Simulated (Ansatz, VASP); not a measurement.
# Two plane-wave programs on InP

```
CELL_PARAMETERS angstrom
0.00000 2.91099 2.91099
2.91099 0.00000 2.91099
2.91099 2.91099 0.00000
ATOMIC_POSITIONS crystal
In 0.00000 0.00000 0.00000
P 0.50000 0.50000 0.50000
```

Change from the starting cell: volume scaled by 1.06, PAW files.

Alike in both runs: task electric field gradients; functional PBE; k mesh 11 × 11 × 11; occupations fermi-dirac, width 0.03 eV; no spin polarisation.

|  | VASP | Ansatz |
| --- | --- | --- |
| version | VASP 6.6.1 | Ansatz 0.2.0 |
| potentials or method | VASP PAW PBE potentials, release 64 (In_d, P) | PAW with Ansatz's default frozen-core files, scalar-relativistic |
| plane-wave cutoff (eV) | 520 | 420 |
| valence electrons in the cell | 18 | 18 |

```csv
,VASP,Ansatz,Ansatz less VASP
pressure (GPa),-7.6,-7.6,+0.02
```
